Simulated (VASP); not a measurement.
A run of VASP 6.6.1 is set up as follows.

The input INCAR:

```
ALGO = Normal
EDIFF = 1E-6
ENCUT = 500
GGA = PS
GGA_COMPAT = F
ISIF = 2
ISMEAR = 1
LASPH = T
LCHARG = F
LREAL = F
LWAVE = F
NBANDS = 10
NELM = 120
PREC = Accurate
SIGMA = 0.05
```

File KPOINTS:

```
k-points
0
Gamma
  4 4 4
```

File POSCAR:

```
Cs
1.0
    0.0000000000      3.8200000000      3.8200000000
    3.8200000000      0.0000000000      3.8200000000
    3.8200000000      3.8200000000      0.0000000000
Cs
1
Direct
    0.0000000000      0.0000000000      0.0000000000
```

Potentials or basis: VASP PAW PBE potentials, release 64 (Cs_sv).

Run with:

```sh
$ cat potpaw_PBE.64/Cs_sv/POTCAR > POTCAR
$ mpirun -np 1 vasp_std > vasp.out
```

Q: Predict the pressure.

A: 0.0 GPa.

Q: Predict the band gap on the k mesh.

A: Zero (an odd number of electrons rules out a gap without spin polarisation).

Caveat: the PAW data sets were made with another functional, which shifts forces and pressure a little; spin-orbit coupling is left out, which moves the levels of the heavy elements.
